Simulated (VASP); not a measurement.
A run of VASP 6.6.1 is set up as follows.

Contents of INCAR:

```
SYSTEM = Li2ZnSiSe4
ALGO     = Normal         ! electronic algorithm
EDIFF    = 1E-6           ! SCF threshold, eV
EDIFFG   = -0.01          ! ionic threshold
ENCUT    = 600            ! plane-wave cutoff, eV
GGA      = PS             ! functional
IBRION   = 2              ! ionic algorithm
ISIF     = 3              ! what is computed and relaxed
ISMEAR   = -1             ! smearing method
LASPH    = .TRUE.         ! aspherical terms in the spheres
LCHARG   = .FALSE.        ! write CHGCAR
LREAL    = .FALSE.        ! projectors in reciprocal space
LWAVE    = .FALSE.        ! write WAVECAR
NELM     = 60             ! most SCF steps
NSW      = 100            ! ionic steps
PREC     = Accurate       ! precision mode
SIGMA    = 0.03           ! smearing width, eV
```

Contents of KPOINTS:

```
k-points
0
G
  6 6 6
  0 0 0
```

POSCAR

```
Li2ZnSiSe4
1.0
   -2.6754122799      2.6754122799      5.3508245598
    2.6754122799     -2.6754122799      5.3508245598
    2.6754122799      2.6754122799     -5.3508245598
Li Zn Si Se
2 1 1 4
Direct
    0.0000000000      0.0000000000      0.0000000000
    0.7500000000      0.2500000000      0.5000000000
    0.2500000000      0.7500000000      0.5000000000
    0.5000000000      0.5000000000      0.0000000000
    0.1170000000      0.6170000000      0.9900000000
    0.3830000000      0.3730000000      0.5000000000
    0.6270000000      0.1270000000      0.0100000000
    0.8730000000      0.8830000000      0.5000000000
```

Potentials or basis: VASP PAW PBE potentials, release 64 (Li_sv, Zn, Si, Se).

The run is started by

```console
$ cat potpaw_PBE.64/Li_sv/POTCAR potpaw_PBE.64/Zn/POTCAR potpaw_PBE.64/Si/POTCAR potpaw_PBE.64/Se/POTCAR > POTCAR
$ mpirun -np 1 vasp_std > vasp.out
```

Task: What does it give for the space group after relaxing (to 0.1 Å)?

Result: I-4 (No. 82).

Task: Estimate the band gap on the k mesh.

Result: 2.63 eV.

Task: What does it give for the relaxed volume?

Result: 22.41 Å³/atom.

Final structure:
```
CELL_PARAMETERS angstrom
-2.92244 2.92244 5.24699
2.92244 -2.92244 5.24699
2.92244 2.92244 -5.24699
ATOMIC_POSITIONS crystal
Li 0.00000 0.00000 0.00000
Li 0.75000 0.25000 0.50000
Zn 0.25000 0.75000 0.50000
Si 0.50000 0.50000 0.00000
Se 0.15319 0.61113 0.00850
Se 0.38887 0.39737 0.54206
Se 0.60263 0.14469 0.99150
Se 0.85531 0.84681 0.45794
```

Caveat: the cutoff is under 1.25 times the usual one of these potentials, so pressure, stress and relaxed cells hold a basis-set (Pulay) error; the volume moved by over 15 % at a fixed basis, so the end points are rough; the PAW data sets were made with another functional, which shifts forces and pressure a little. A k mesh can miss the band edges.
